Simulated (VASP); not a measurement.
# Ti9O in VASP: a series of runs, part 2 of 2

VASP 6.6.1. Earlier steps stand in the parts before.

**3. Single point, PBE**

The input, INCAR:

```
SYSTEM = Ti9O
ALGO = Normal
DIPOL = 0.5 0.5 0.330
EDIFF = 1E-7
ENCUT = 520
GGA = PE
IDIPOL = 3
ISIF = 2
ISMEAR = 0
LASPH = .True.
LCHARG = .False.
LDIPOL = .True.
LREAL = .False.
LWAVE = .False.
NBANDS = 68
NELM = 80
PREC = Accurate
SIGMA = 0.1
```

The input, KPOINTS:

```
k-points
0
Gamma
  9 4 1
  0 0 0
```

The input, POSCAR:

```
Ti9O
1.0
    2.8319727881      0.0000000000      0.0000000000
    0.0000000000      7.9316622551      0.0000000000
    0.0000000000      0.0000000000     19.9268841162
Ti O
9 1
Direct
    0.0000000000      0.5000000000      0.2007338416
    0.5000000000      0.1666666667      0.2007338416
    0.5000000000      0.8333333333      0.2007338416
    0.0000000000      0.0000000000      0.3122110455
    0.5000000000      0.6684928875      0.3108725352
    0.5000000000      0.3315071125      0.3108725352
    0.0000000000      0.5000000000      0.4177589340
    0.5000000000      0.1666364294      0.4228902054
    0.5000000000      0.8333635706      0.4228902054
    0.6666666667      0.1666364294      0.5031191972
```

Potentials or basis: VASP PAW PBE potentials, release 64 (Ti_sv, O).

The run is started by

```bash
cat potpaw_PBE.64/Ti_sv/POTCAR potpaw_PBE.64/O/POTCAR > POTCAR
mpirun -np 1 vasp_std > vasp.out
```

OUTCAR:

```text
SYSTEM = Ti9O
   EDIFF = 1E-7
   ENCUT = 520
   GGA = PE
   ISIF = 2
   ISMEAR = 0
   LASPH = .True.
   LREAL = .False.
   NELM = 80
   PREC = Accurate

 ion  position               nearest neighbor table
   1  0.000  0.500  0.201-
   2  0.500  0.167  0.201-   6 2.55   3 2.64
   3  0.500  0.833  0.201-   5 2.55   2 2.64
   4  0.000  0.000  0.312-
   5  0.500  0.668  0.311-   3 2.55   9 2.59   6 2.67   7 2.89   7 2.89
   6  0.500  0.332  0.311-   2 2.55   8 2.59   5 2.67   7 2.89   7 2.89
   7  0.000  0.500  0.418-   5 2.89   6 2.89   5 2.89   6 2.89
   8  0.500  0.167  0.423-  10 1.67   6 2.59   9 2.64
   9  0.500  0.833  0.423-   5 2.59   8 2.64
  10  0.667  0.167  0.503-   8 1.67

  LATTYP: Found a simple orthorhombic cell.
 ALAT       =     2.8319727881
 B/A-ratio  =     2.8007551091
 C/A-ratio  =     7.0363967479

  Lattice vectors:

 A1 = (   2.8319727881,   0.0000000000,   0.0000000000)
 A2 = (   0.0000000000,   7.9316622551,   0.0000000000)
 A3 = (   0.0000000000,   0.0000000000,  19.9268841162)

Analysis of symmetry for initial positions (statically):
=====================================================================
 Subroutine PRICEL returns:
 Original cell was already a primitive cell.

 Routine SETGRP: Setting up the symmetry group for a
 simple orthorhombic supercell.

 Subroutine GETGRP returns: Found  1 space group operations
 (whereof  1 operations were pure point group operations)
 out of a pool of  8 trial point group operations.

The static configuration has the point symmetry C_1 .

Analysis of symmetry for dynamics (positions and initial velocities):
=====================================================================
 Subroutine PRICEL returns:
[... 148 lines left out ...]
   LEPSILON=     F    determine dielectric tensor
   LRPA    =     F    only Hartree local field effects (RPA)
 non-spin polarized calculation
 Gauss-broadening in eV      SIGMA  =   0.10
  energy-cutoff  :      520.00
  volume of cell :      447.60
 maximum number of plane-waves:     12087
 NGX is ok and might be reduce to    24
   NGX = 11   NGY = 29   NGZ = 75

 dipolmoment           0.000000      0.000000     -0.851446 electrons x Angstroem

 number of electron     113.9999962 magnetization

 dipolmoment           0.000000      0.000000      0.126517 electrons x Angstroem

 Free energy of the ion-electron system (eV)
  ---------------------------------------------------
  ext. energy  EPLUGINS =         0.00000000
  ---------------------------------------------------
  free energy    TOTEN  =       -72.89748545 eV

  energy without entropy =      -72.82739478  energy(sigma->0) =      -72.86244012

 E-fermi :  -0.0102     XC(G=0):  -5.0721

 val. band max:       -0.0152735712   @ k =   0.2222   0.5000   0.0000
 cond. band min:      -0.0000688562   @ k =   0.4444  -0.2500   0.0000
 fundamental gap:      0.0152047150
 Fermi energy:        -0.0101720868

 k-point     1 :       0.0000    0.0000    0.0000
  band No.  band energies     occupation
      1     -57.1247      2.00000
      2     -57.0323      2.00000
      3     -56.9073      2.00000
      4     -56.7522      2.00000
      5     -56.6862      2.00000
      6     -56.6373      2.00000
[... 1338 lines left out ...]
     67       1.2614      0.00000
     68       1.3172      0.00000

------------------------ aborting loop because EDIFF is reached ----------------------------------------

 vacuum level on the upper side and lower side of the slab       (xc-potential included)         0.428        -0.623

  FORCE on cell =-STRESS in cart. coord.  units (eV):
  Direction    XX          YY          ZZ          XY          YZ          ZX
  --------------------------------------------------------------------------------------
  -------------------------------------------------------------------------------------
  Total       -1.8928744      0.3387717      1.8393856     -0.4140458      0.0995336      1.5377153
  in kB       -6.7754742      1.2126208      6.5840131     -1.4820617      0.3562769      5.5041953
  external PRESSURE =       0.3403866 kB  Pullay stress =       0.0000000 kB

 VOLUME and BASIS-vectors are now :
 -----------------------------------------------------------------------------
  energy-cutoff  :      520.00
  volume of cell :      447.60
      direct lattice vectors                 reciprocal lattice vectors
     2.831972788  0.000000000  0.000000000     0.353110738  0.000000000  0.000000000
     0.000000000  7.931662255  0.000000000     0.000000000  0.126076977  0.000000000
     0.000000000  0.000000000 19.926884116     0.000000000  0.000000000  0.050183460

 POSITION                                       TOTAL-FORCE (eV/Angst)
 -----------------------------------------------------------------------------------
      0.00000      3.96583      4.00000         0.001895     -0.016472      0.225065
      1.41599      1.32194      4.00000         0.003342      0.029975      0.040624
      1.41599      6.60972      4.00000        -0.005483     -0.033825     -0.069222
      0.00000      0.00000      6.22139        -0.070585     -0.479229     -0.497300
      1.41599      5.30226      6.19472         0.013004     -0.211302     -0.243003
      1.41599      2.62940      6.19472        -0.039871      0.529267     -0.329579
      0.00000      3.96583      8.32463        -0.080284      0.290819      0.010003
      1.41599      1.32170      8.42688        -0.786049      0.423569      0.261381
      1.41599      6.60996      8.42688         0.142594     -0.340200      0.346207
      1.88798      1.32170     10.02560         0.821437     -0.192602      0.255824
 -----------------------------------------------------------------------------------
    total drift:                                0.000026     -0.000066      0.000835

  FREE ENERGIE OF THE ION-ELECTRON SYSTEM (eV)
  ---------------------------------------------------
  free  energy   TOTEN  =       -72.8974854543 eV

  energy  without entropy=      -72.8273947794  energy(sigma->0) =      -72.86244012

 vacuum level on the upper side and lower side of the slab         5.322         4.240
```

OSZICAR:

```text
N       E                     dE             d eps       ncg     rms          rms(c)
DAV:   1     0.148129551371E+04    0.14813E+04   -0.61626E+04  3032   0.169E+03
DAV:   2     0.146019008513E+03   -0.13353E+04   -0.13097E+04  2684   0.542E+02
DAV:   3    -0.455600407571E+02   -0.19158E+03   -0.18627E+03  4392   0.177E+02
[... 28 lines left out ...]
DAV:  32    -0.728974803753E+02   -0.96779E-05   -0.42678E-07  2256   0.287E-03    0.171E-03
DAV:  33    -0.728974842245E+02   -0.38491E-05   -0.26722E-07  2136   0.284E-03    0.794E-04
DAV:  34    -0.728974850140E+02   -0.78949E-06   -0.66817E-08  1696   0.168E-03    0.455E-04
DAV:  35    -0.728974853702E+02   -0.35624E-06   -0.49161E-08  1584   0.940E-04    0.235E-04
DAV:  36    -0.728974854543E+02   -0.84092E-07   -0.26499E-08  1536   0.721E-04
   1 F= -.72897485E+02 E0= -.72862440E+02  d E =-.700907E-01
```

Wall time 63 min (1 thread of Oxide Virtual Turin-like, shared host); peak memory 0.7 GiB.

What came out:

```yaml
Free_energy: -72.8975 eV
Largest_force: 0.930 eV/Å
Band_gap_on_the_k_mesh: zero (bands 57 and 58 overlap by 0.22 eV)
```

Forces in eV/Å, atoms in the order of the input:
```
Ti   0.002 -0.016  0.225
Ti   0.003  0.030  0.041
Ti  -0.005 -0.034 -0.069
Ti  -0.071 -0.479 -0.497
Ti   0.013 -0.211 -0.243
Ti  -0.040  0.529 -0.330
Ti  -0.080  0.291  0.010
Ti  -0.786  0.424  0.261
Ti   0.143 -0.340  0.346
O    0.821 -0.193  0.256
```
